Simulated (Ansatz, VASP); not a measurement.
Two plane-wave programs on Al3Cu

File INCAR:

```
PREC     = Accurate       # precision mode
ENCUT    = 600            # plane-wave cutoff, eV
EDIFF    = 1E-7           # SCF threshold, eV
ISMEAR   = 0              # smearing method
SIGMA    = 0.1            # smearing width, eV
LREAL    = False          # projectors in reciprocal space
LASPH    = True           # aspherical terms in the spheres
NELM     = 80             # most SCF steps
ALGO     = Normal         # electronic algorithm
ISIF     = 3              # what is computed and relaxed
LWAVE    = False          # write WAVECAR
LCHARG   = False          # write CHGCAR
IBRION   = 2              # ionic algorithm
NSW      = 100            # ionic steps
EDIFFG   = -0.005         # ionic threshold
```

The input KPOINTS:

```
Automatic mesh
0
Gamma
  12 12 12
```

File POSCAR:

```
Al3Cu
1.0
    3.9241510000      0.0000000000      0.0000000000
    0.0000000000      3.9241510000      0.0000000000
    0.0000000000      0.0000000000      3.9241510000
Al Cu
3 1
Direct
    0.0000000000      0.5000000000      0.5000000000
    0.5000000000      0.0000000000      0.5000000000
    0.5000000000      0.5000000000      0.0000000000
    0.0000000000      0.0000000000      0.0000000000
```

Input for Ansatz:

```yaml
crystal:
  lattice:
    - [3.924151, 0.0, 0.0]
    - [0.0, 3.924151, 0.0]
    - [0.0, 0.0, 3.924151]
  atoms:
    - { symbol: Al, position: [0.0, 0.5, 0.5] }
    - { symbol: Al, position: [0.5, 0.0, 0.5] }
    - { symbol: Al, position: [0.5, 0.5, 0.0] }
    - { symbol: Cu, position: [0.0, 0.0, 0.0] }
basis:
  ecutwfc: 520.0
kpoints:
  mp_grid: { grid: [12, 12, 12] }
hamiltonian:
  xc: lda
  pseudopotentials: { kind: paw, azcp: { folder: soft_1 } }
scf:
  occupations: { method: gaussian, width: 0.1 }
output:
  forces: true
  stress: true
  eigenvalues: true
relax:
  adjacent_minimum: "off"
  f_tol: 0.005
  max_steps: 80
  cell: { stress_tol: 0.05 }
```

Alike in both runs: task relaxation of cell and atoms; functional LDA; k mesh 12 × 12 × 12; occupations gaussian, width 0.1 eV; no spin polarisation.

|  | VASP | Ansatz |
| --- | --- | --- |
| version | VASP 6.6.1 | Ansatz 0.2.0 |
| potentials or method | VASP PAW LDA potentials, release 64 (Al, Cu), cutoff 600 eV | scalar-relativistic, plane waves, PAW |
| valence electrons in the cell | 20 | 28 |

VASP gave:

* gap on the k mesh at the Fermi level, each at its own relaxed structure (eV): none
* relaxed volume (Å³/atom): 14.36
* relaxed cell length with the largest relative difference (Å): 3.858

Q: Estimate Ansatz's values.

A: gap on the k mesh at the Fermi level, each at its own relaxed structure (eV): none; relaxed volume (Å³/atom): 14.32; relaxed cell length with the largest relative difference (Å): 3.855.

Ansatz warns that its potentials were made for another functional, while VASP's fit it. LDA's correlation is that of Perdew and Zunger in VASP and of Perdew and Wang (1992) in Ansatz. A gap of «none» marks a metal or a gap that the smearing closes. VASP's potentials hold 20 valence electrons a cell and Ansatz's 28, so a difference there can come from the potentials and not from the codes.
